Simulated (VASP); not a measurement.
Hf7N8 (a cell with a defect): single point with r2SCAN

Hf7N8 (a cell with a defect):

```xyz
15
Lattice="0.0000 4.9096 4.9096 4.9096 0.0000 4.9096 4.9096 4.9096 0.0000" Properties=species:S:1:pos:R:3 pbc="T T T"
N     3.6822    3.6822    3.6822
N     6.1371    6.1371    3.6822
N     6.1371    3.6822    6.1371
N     8.5919    6.1371    6.1371
N     3.6822    6.1371    6.1371
N     6.1371    8.5919    6.1371
N     6.1371    6.1371    8.5919
N     8.5919    8.5919    8.5919
Hf    2.4548    2.4548    0.0000
Hf    2.4548    0.0000    2.4548
Hf    4.9096    2.4548    2.4548
Hf    0.0000    2.4548    2.4548
Hf    2.4548    4.9096    2.4548
Hf    2.4548    2.4548    4.9096
Hf    4.9096    4.9096    4.9096
```

| Property | Result |
| --- | --- |
| Program | VASP 6.6.1 |
| Task | single point |
| Functional | r2SCAN |
| Potentials or basis | VASP PAW PBE potentials, release 64 (N, Hf_pv) |
| Cutoff | 580 eV |
| k mesh | 3 × 3 × 3 |
| Occupations | fermi-dirac, width 0.1 eV |
| Spin | no spin polarisation |
| Dipole correction | no |
| Further INCAR settings | ALGO = Normal; EDIFF = 1e-06; NBANDS = 68 |

```
Pressure               : -8.1 GPa
Largest force          : 2.333 eV/Å
Band gap on the k mesh : zero (bands 55 and 56 overlap by 0.30 eV)
```

Forces on the atoms (eV/Å):
```
N   -0.238 -0.238 -0.238
N    0.238  0.238 -0.238
N    0.238 -0.238  0.238
N   -0.988  0.988  0.988
N   -0.238  0.238  0.238
N    0.988 -0.988  0.988
N    0.988  0.988 -0.988
N   -0.988 -0.988 -0.988
Hf   0.000  0.000 -2.333
Hf   0.000 -2.333  0.000
Hf   2.333  0.000  0.000
Hf  -2.333  0.000  0.000
Hf   0.000  2.333  0.000
Hf   0.000  0.000  2.333
Hf   0.000  0.000  0.000
```

Levels at points of the mesh, in eV from the Fermi level:
```
           k point  band 54  band 55  band 56  band 57  band 58  band 59
(0.00, 0.00, 0.00)    -0.26    -0.26    -0.26     0.23     2.17     2.62
```

Wall time 8.1 min on 1 thread of Intel(R) Xeon(R) Platinum 8259CL CPU @ 2.50GHz (Skylake/Cascade Lake), on a shared host, peak memory 0.48 GiB.

Caveat: the k points lie up to 0.37 Å⁻¹ apart; the PAW data sets were made with another functional, which shifts forces and pressure a little; spin-orbit coupling is left out, which moves the levels of the heavy elements.
